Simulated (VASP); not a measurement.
# TiPt3 (Pm-3m) in VASP: a series of runs

Runs on TiPt3. Level: PBE. Tasks: single point, relaxation of cell and atoms.

All numbers are computed with VASP 6.6.1; they aren't measurements. Logs are shortened: lines on timing, memory, paths and dates and some standing lists are left out, and cuts for length are marked.

### Step 1. The cell of the first run

It takes space group Pm-3m (No. 221, cubic). Conventional cell: a = 3.925 Å, b = 3.925 Å, c = 3.925 Å, α = 90.00°, β = 90.00°, γ = 90.00°. Ti (site symmetry m-3m) has 12 Pt at 2.78 Å within 3.7 Å. Pt (site symmetry 4/mmm) has 4 Ti at 2.78 Å and 8 Pt at 2.78 Å within 3.7 Å.

### Step 2. Single point, PBE

Contents of INCAR:

```
SYSTEM = TiPt3
PREC = Accurate
ENCUT = 500
EDIFF = 1E-6
ISMEAR = 0
SIGMA = 0.1
LREAL = .False.
LASPH = .True.
NELM = 120
ALGO = Normal
ISIF = 2
LWAVE = .False.
LCHARG = .False.
GGA = PE
NBANDS = 29
GGA_COMPAT = .False.
```

Contents of KPOINTS:

```
Automatic mesh
0
Gamma
  4 4 4
  0 0 0
```

Contents of POSCAR:

```
TiPt3
1.0
    3.9245255000      0.0000000000      0.0000000000
    0.0000000000      3.9245255000      0.0000000000
    0.0000000000      0.0000000000      3.9245255000
Ti Pt
1 3
Direct
    0.0000000000      0.0000000000      0.0000000000
    0.5000000000      0.5000000000      0.0000000000
    0.5000000000      0.0000000000      0.5000000000
    0.0000000000      0.5000000000      0.5000000000
```

Potentials or basis: VASP PAW PBE potentials, release 64 (Ti_sv, Pt).

Run with:

```sh
$ cat potpaw_PBE.64/Ti_sv/POTCAR potpaw_PBE.64/Pt/POTCAR > POTCAR
$ mpirun -np 1 vasp_std > vasp.out
```

OUTCAR:

```text
SYSTEM = TiPt3
   PREC = Accurate
   ENCUT = 500
   EDIFF = 1E-6
   ISMEAR = 0
   LREAL = .False.
   LASPH = .True.
   NELM = 120
   ISIF = 2
   GGA = PE

 ion  position               nearest neighbor table
   1  0.000  0.000  0.000-   2 2.78   3 2.78   4 2.78   3 2.78   4 2.78   2 2.78   4 2.78   4 2.78
                             2 2.78   3 2.78   3 2.78   2 2.78
   2  0.500  0.500  0.000-   1 2.78   3 2.78   4 2.78   3 2.78   4 2.78   1 2.78   3 2.78   3 2.78
                             1 2.78   4 2.78   4 2.78   1 2.78
   3  0.500  0.000  0.500-   1 2.78   2 2.78   4 2.78   1 2.78   2 2.78   2 2.78   4 2.78   2 2.78
                             1 2.78   4 2.78   1 2.78   4 2.78
   4  0.000  0.500  0.500-   1 2.78   2 2.78   3 2.78   1 2.78   2 2.78   1 2.78   3 2.78   1 2.78
                             2 2.78   3 2.78   2 2.78   3 2.78

  LATTYP: Found a simple cubic cell.
 ALAT       =     3.9245255000

  Lattice vectors:

 A1 = (   3.9245255000,   0.0000000000,   0.0000000000)
 A2 = (   0.0000000000,   3.9245255000,   0.0000000000)
 A3 = (   0.0000000000,   0.0000000000,   3.9245255000)

Analysis of symmetry for initial positions (statically):
=====================================================================
 Subroutine PRICEL returns:
 Original cell was already a primitive cell.

 Routine SETGRP: Setting up the symmetry group for a
 simple cubic supercell.

 Subroutine GETGRP returns: Found 48 space group operations
 (whereof 48 operations were pure point group operations)
 out of a pool of 48 trial point group operations.

The static configuration has the point symmetry O_h .

Analysis of symmetry for dynamics (positions and initial velocities):
=====================================================================
 Subroutine PRICEL returns:
 Original cell was already a primitive cell.

 Routine SETGRP: Setting up the symmetry group for a
 simple cubic supercell.

 Subroutine GETGRP returns: Found 48 space group operations
 (whereof 48 operations were pure point group operations)
 out of a pool of 48 trial point group operations.

The dynamic configuration has the point symmetry O_h .

 Subroutine INISYM returns: Found 48 space group operations
 (whereof 48 operations are pure point group operations),
 and found     1 'primitive' translations

----------------------------------------------------------------------------------------

                                     Primitive cell

  volume of cell :      60.4452

  direct lattice vectors                    reciprocal lattice vectors
     3.924525500  0.000000000  0.000000000     0.254807874  0.000000000  0.000000000
     0.000000000  3.924525500  0.000000000     0.000000000  0.254807874  0.000000000
     0.000000000  0.000000000  3.924525500     0.000000000  0.000000000  0.254807874

  length of vectors
     3.924525500  3.924525500  3.924525500     0.254807874  0.254807874  0.254807874

  position of ions in fractional coordinates (direct lattice)
     0.000000000  0.000000000  0.000000000
     0.500000000  0.500000000  0.000000000
     0.500000000  0.000000000  0.500000000
     0.000000000  0.500000000  0.500000000

  ion indices of the primitive-cell ions
   primitive index   ion index
                 1           1
                 2           2
                 3           3
                 4           4

----------------------------------------------------------------------------------------

 KPOINTS: Automatic mesh

Automatic generation of k-mesh.
 Grid dimensions read from file:
 generate k-points for:    4    4    4

 Generating k-lattice:

  Cartesian coordinates                     Fractional coordinates (reciprocal lattice)
     0.063701969  0.000000000  0.000000000     0.250000000  0.000000000  0.000000000
     0.000000000  0.063701969  0.000000000     0.000000000  0.250000000  0.000000000
     0.000000000  0.000000000  0.063701969     0.000000000  0.000000000  0.250000000

  Length of vectors
     0.063701969  0.063701969  0.063701969

  Shift w.r.t. Gamma in fractional coordinates (k-lattice)
     0.000000000  0.000000000  0.000000000

 Subroutine IBZKPT returns following result:
 ===========================================

 Found     10 irreducible k-points:

 Following reciprocal coordinates:
            Coordinates               Weight
  0.000000  0.000000  0.000000      1.000000
  0.250000  0.000000  0.000000      6.000000
  0.500000  0.000000  0.000000      3.000000
  0.250000  0.250000  0.000000     12.000000
  0.500000  0.250000  0.000000     12.000000
  0.500000  0.500000  0.000000      3.000000
  0.250000  0.250000  0.250000      8.000000
  0.500000  0.250000  0.250000     12.000000
  0.500000  0.500000  0.250000      6.000000
  0.500000  0.500000  0.500000      1.000000
   k-points           NKPTS =     10   k-points in BZ     NKDIM =     10   number of bands    NBANDS=     29
   number of dos      NEDOS =    301   number of ions     NIONS =      4
   total plane-waves  NPLWV =  27000
   dimension x,y,z NGX =    30 NGY =   30 NGZ =   30
   dimension x,y,z NGXF=    60 NGYF=   60 NGZF=   60
   ions per type =               1   3
   NGX,Y,Z   is equivalent  to a cutoff of  12.71, 12.71, 12.71 a.u.
   NGXF,Y,Z  is equivalent  to a cutoff of  25.42, 25.42, 25.42 a.u.
 SYSTEM =  TiPt3
   PREC   = accura    normal or accurate (medium, high low for compatibility)
   ISTART =      0    job   : 0-new  1-cont  2-samecut
   ICHARG =      2    charge: 1-file 2-atom 10-const
   ISPIN  =      1    spin polarized calculation?
   LNONCOLLINEAR =      F non collinear calculations
   LSORBIT =      F    spin-orbit coupling
   LASPH  =      T    aspherical Exc in radial PAW
   ENCUT  =  500.0 eV  36.75 Ry    6.06 a.u.   7.16  7.16  7.16*2*pi/ulx,y,z
   NELM   =    120;   NELMIN=  2; NELMDL= -5     # of ELM steps
   EDIFF  = 0.1E-05   stopping-criterion for ELM
   LREAL  =      F    real-space projection
   EDIFFG = 0.1E-04   stopping-criterion for IOM
   NSW    =      0    number of steps for IOM
   IBRION =     -1    ionic relax: 0-MD 1-quasi-New 2-CG
   NFREE  =      0    steps in history (QN), initial steepest desc. (CG)
   ISIF   =      2    stress and relaxation
   ISYM   =      2    0-nonsym 1-usesym 2-fastsym
   POTIM  = 0.5000    time-step for ionic-motion
   TEBEG  =    0.0;   TEEND  =   0.0 temperature during run
   PSTRESS=    0.0 pullay stress
   NELECT =      42.0000    total number of electrons
   NUPDOWN=      -1.0000    fix difference up-down
   EMIN   =  10.00;   EMAX   =-10.00  energy-range for DOS
   EFERMI =   0.00;   METHOD = LEGACY
   ISMEAR =     0;   SIGMA  =   0.10  broadening in eV -4-tet -1-fermi 0-gaus
   EFERMI_NEDOS =   21; number of points for ismear=-14 and -15
   IALGO  =     38    algorithm
   IMIX   =      4    mixing-type and parameters
     AMIX     =   0.40;   BMIX     =  1.00
     AMIX_MAG =   1.60;   BMIX_MAG =  1.00
  volume/ion in A,a.u.               =      15.11       101.98
  Fermi-wavevector in a.u.,A,eV,Ry     =   1.450009  2.740120 28.606614  2.102527
  Thomas-Fermi vector in A             =   2.567670
   LORBIT       =      0    0 simple, 1 ext, 2 COOP (PROOUT), +10 PAW based schemes
   GGA     = PE    functional components
   LHFCALC =     F    Hartree Fock is set to
   AEXX    =    0.0000 exact exchange contribution
   IVDW    =     0    specifies the selected vdW correction
   LEPSILON=     F    determine dielectric tensor
   LRPA    =     F    only Hartree local field effects (RPA)
 non-spin polarized calculation
 Gauss-broadening in eV      SIGMA  =   0.10
  energy-cutoff  :      500.00
  volume of cell :       60.45
 maximum number of plane-waves:      1568
 NGX is ok and might be reduce to    30
   NGX = 15   NGY = 15   NGZ = 15

 number of electron      42.0000003 magnetization

 Free energy of the ion-electron system (eV)
  ---------------------------------------------------
  ext. energy  EPLUGINS =         0.00000000
  ---------------------------------------------------
  free energy    TOTEN  =       -29.55157891 eV

  energy without entropy =      -29.54090484  energy(sigma->0) =      -29.54624187

 E-fermi :  11.4776     XC(G=0): -13.1631

 val. band max:       11.2966264603   @ k =   0.5000   0.0000   0.0000
 cond. band min:      11.4903936383   @ k =   0.0000   0.0000   0.0000
 fundamental gap:      0.1937671780
 Fermi energy:        11.4775509829

 k-point     1 :       0.0000    0.0000    0.0000
  band No.  band energies     occupation
      1     -46.7184      2.00000
      2     -22.9301      2.00000
      3     -22.9301      2.00000
      4     -22.9301      2.00000
      5       1.4701      2.00000
      6       4.2723      2.00000
[... 21 lines left out ...]
     28      13.4484      0.00000
     29      19.6722      0.00000

 k-point     2 :       0.2500    0.0000    0.0000
  band No.  band energies     occupation
      1     -46.7176      2.00000
      2     -22.9428      2.00000
      3     -22.9320      2.00000
      4     -22.9320      2.00000
      5       2.2543      2.00000
      6       4.7249      2.00000
[... 21 lines left out ...]
     28      16.1682      0.00000
     29      18.7261      0.00000

 k-point     3 :       0.5000    0.0000    0.0000
  band No.  band energies     occupation
      1     -46.7168      2.00000
      2     -22.9555      2.00000
      3     -22.9339      2.00000
      4     -22.9339      2.00000
      5       3.6672      2.00000
      6       4.7634      2.00000
[... 21 lines left out ...]
     28      19.1410      0.00000
     29      19.1410      0.00000

 k-point     4 :       0.2500    0.2500    0.0000
  band No.  band energies     occupation
      1     -46.7171      2.00000
      2     -22.9447      2.00000
      3     -22.9395      2.00000
      4     -22.9338      2.00000
      5       2.9537      2.00000
      6       5.1786      2.00000
[... 149 lines left out ...]
     28      15.8662      0.00000
     29      16.6397      0.00000

 k-point     9 :       0.5000    0.5000    0.2500
  band No.  band energies     occupation
      1     -46.7163      2.00000
      2     -22.9453      2.00000
      3     -22.9453      2.00000
      4     -22.9396      2.00000
      5       4.6236      2.00000
      6       4.6236      2.00000
[... 21 lines left out ...]
     28      14.0544      0.00000
     29      18.4770      0.00000

 k-point    10 :       0.5000    0.5000    0.5000
  band No.  band energies     occupation
      1     -46.7164      2.00000
      2     -22.9418      2.00000
      3     -22.9418      2.00000
      4     -22.9418      2.00000
      5       4.2074      2.00000
      6       4.2074      2.00000
[... 21 lines left out ...]
     28      12.9862      0.00000
     29      16.9548      0.00000

------------------------ aborting loop because EDIFF is reached ----------------------------------------

  FORCE on cell =-STRESS in cart. coord.  units (eV):
  Direction    XX          YY          ZZ          XY          YZ          ZX
  --------------------------------------------------------------------------------------
  -------------------------------------------------------------------------------------
  Total        1.4221305      1.4221305      1.4221305     -0.0000000     -0.0000000      0.0000000
  in kB       37.6954177     37.6954177     37.6954177     -0.0000000     -0.0000000      0.0000000
  external PRESSURE =      37.6954177 kB  Pullay stress =       0.0000000 kB

 VOLUME and BASIS-vectors are now :
 -----------------------------------------------------------------------------
  energy-cutoff  :      500.00
  volume of cell :       60.45
      direct lattice vectors                 reciprocal lattice vectors
     3.924525500  0.000000000  0.000000000     0.254807874  0.000000000  0.000000000
     0.000000000  3.924525500  0.000000000     0.000000000  0.254807874  0.000000000
     0.000000000  0.000000000  3.924525500     0.000000000  0.000000000  0.254807874

 POSITION                                       TOTAL-FORCE (eV/Angst)
 -----------------------------------------------------------------------------------
      0.00000      0.00000      0.00000         0.000000      0.000000      0.000000
      1.96226      1.96226      0.00000         0.000000      0.000000      0.000000
      1.96226      0.00000      1.96226         0.000000      0.000000      0.000000
      0.00000      1.96226      1.96226         0.000000      0.000000      0.000000
 -----------------------------------------------------------------------------------
    total drift:                                0.000000      0.000000     -0.000000

  FREE ENERGIE OF THE ION-ELECTRON SYSTEM (eV)
  ---------------------------------------------------
  free  energy   TOTEN  =       -29.5515789051 eV

  energy  without entropy=      -29.5409048429  energy(sigma->0) =      -29.54624187
```

It took 15 s on 1 thread of AMD EPYC 7R13 (Zen 3), shared host; peak memory 0.14 GiB.

What came out:

```yaml
Free_energy: -29.5516 eV
Pressure: 3.8 GPa
Band_gap_on_the_k_mesh: zero (band 21 reaches 12.84 eV, above the bottom of band 22 at 11.01 eV)
```

Levels at points of the mesh, in eV from the Fermi level:
| k point | band 18 | band 19 | band 20 | band 21 | band 22 | band 23 | band 24 | band 25 |
| --- | --- | --- | --- | --- | --- | --- | --- | --- |
| (0.00, 0.00, 0.00) | 0.01 | 0.01 | 0.01 | 1.36 | 1.36 | 1.61 | 1.61 | 1.61 |
| (0.50, 0.00, 0.00) | -2.61 | -2.54 | -1.36 | -0.18 | -0.18 | 0.02 | 0.48 | 0.76 |
| (0.50, 0.50, 0.00) | -3.04 | -2.36 | -2.25 | -2.21 | 0.22 | 0.22 | 0.39 | 1.44 |
| (0.50, 0.50, 0.50) | -0.63 | -0.63 | -0.63 | -0.46 | -0.46 | -0.46 | 1.16 | 1.16 |

Caveat: the k points lie up to 0.40 Å⁻¹ apart; spin-orbit coupling is left out, which moves the levels of the heavy elements.

### Step 3. Single point, PBE

This run uses another cell than the first one, of 15.38 Å³/atom, 1.018 times its volume.

Contents of INCAR:

```
ALGO = Normal
EDIFF = 1E-6
ENCUT = 500
GGA = PE
GGA_COMPAT = False
ISIF = 2
ISMEAR = 0
LASPH = True
LCHARG = False
LREAL = False
LWAVE = False
NBANDS = 29
NELM = 120
PREC = Accurate
SIGMA = 0.1
```

Contents of KPOINTS:

```
k-points
0
Gamma
  4 4 4
```

Contents of POSCAR:

```
TiPt3
1.0
    3.9476363510      0.0000000000      0.0000000000
    0.0000000000      3.9476363510      0.0000000000
    0.0000000000      0.0000000000      3.9476363510
Ti Pt
1 3
Direct
    0.0000000000      0.0000000000      0.0000000000
    0.5000000000      0.5000000000      0.0000000000
    0.5000000000      0.0000000000      0.5000000000
    0.0000000000      0.5000000000      0.5000000000
```

Potentials or basis: VASP PAW PBE potentials, release 64 (Ti_sv, Pt).

Run with:

```sh
$ cat potpaw_PBE.64/Ti_sv/POTCAR potpaw_PBE.64/Pt/POTCAR > POTCAR
$ mpirun -np 1 vasp_std > vasp.out
```

Wall time 23 s (1 thread of Intel Xeon Platinum 8488C (Sapphire Rapids), shared host); peak memory 0.17 GiB.

It converged, with:

* Free energy: -29.5627 eV
* Pressure: -0.6 GPa
* Band gap on the k mesh: zero (band 21 reaches 12.49 eV, above the bottom of band 22 at 10.70 eV)

Levels at points of the mesh, in eV from the Fermi level:
```tsv
k point	band 17	band 18	band 19	band 20	band 21	band 22	band 23	band 24	band 25	band 26
(0.00, 0.00, 0.00)	-0.52	0.01	0.01	0.01	1.34	1.34	1.63	1.63	1.63	1.93
(0.50, 0.00, 0.00)	-2.53	-2.53	-2.47	-1.32	-0.15	-0.15	0.02	0.50	0.76	1.90
(0.50, 0.50, 0.00)	-2.95	-2.95	-2.27	-2.19	-2.14	0.24	0.24	0.41	1.41	1.41
(0.50, 0.50, 0.50)	-0.79	-0.58	-0.58	-0.58	-0.45	-0.45	-0.45	1.14	1.14	1.14
```

Caveat: the k points lie up to 0.40 Å⁻¹ apart; spin-orbit coupling is left out, which moves the levels of the heavy elements.

(Part 1 of 2 ends here.)
